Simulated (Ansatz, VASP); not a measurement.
# Two plane-wave programs on SnTe

```
CELL_PARAMETERS angstrom
0.00000 3.04696 3.04696
3.04696 0.00000 3.04696
3.04696 3.04696 0.00000
ATOMIC_POSITIONS crystal
Sn 0.00000 0.00000 0.00000
Te 0.50000 0.50000 0.50000
```

Change from the starting cell: volume scaled by 0.86, to set the pressure.

Alike in both runs: task single point; functional PBE; k mesh 12 × 12 × 12; occupations fermi-dirac, width 0.1 eV; no spin polarisation.

|  | VASP | Ansatz |
| --- | --- | --- |
| version | VASP 6.6.1 | Ansatz 0.2.0 |
| potentials or method | VASP PAW PBE potentials, release 64 (Sn_d, Te) | PAW with Ansatz's default frozen-core files, scalar-relativistic |
| plane-wave cutoff (eV) | 520 | 420 |
| valence electrons in the cell | 20 | 30 |

```csv
,VASP,Ansatz,Ansatz less VASP
pressure (GPa),8.5,8.5,+0.01
```

VASP's potentials hold 20 valence electrons a cell and Ansatz's 30, so a difference there can come from the potentials and not from the codes.

Spin-orbit coupling is off throughout.
